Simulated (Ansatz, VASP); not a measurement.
## Two plane-wave programs on Te

```
Te
1.0
    14.00000    0.00000    0.00000
     0.00000   14.40000    0.00000
     0.00000    0.00000   14.80000
Te
1
Cartesian
  7.0000 7.2000 7.4000
```

Alike in both runs: task single point; functional RPBE; k mesh 1 × 1 × 1; occupations fermi-dirac, width 0.01 eV; collinear spin.

```csv
,VASP,Ansatz
version,VASP 6.6.1,Ansatz 0.2.0
potentials or method,"VASP PAW PBE potentials, release 64 (Te), cutoff 520 eV","plane waves (420 eV) with PAW, scalar-relativistic"
valence electrons in the cell,6,16
```

```csv
,VASP,Ansatz,Ansatz less VASP
net moment per atom (μB),2.00,2.00,0.000
size of the moment on the site where the two differ most (μB),0.96,2.00,+1.042
```

VASP's potentials were made for PBE, not for RPBE. Site moments also hang on the region over which each program counts them. VASP's potentials hold 6 valence electrons a cell and Ansatz's 16, so a difference there can come from the potentials and not from the codes. Ansatz's warnings: lower state not reached, negative dielectric reading, stability check not made.

Spin-orbit coupling is off throughout.
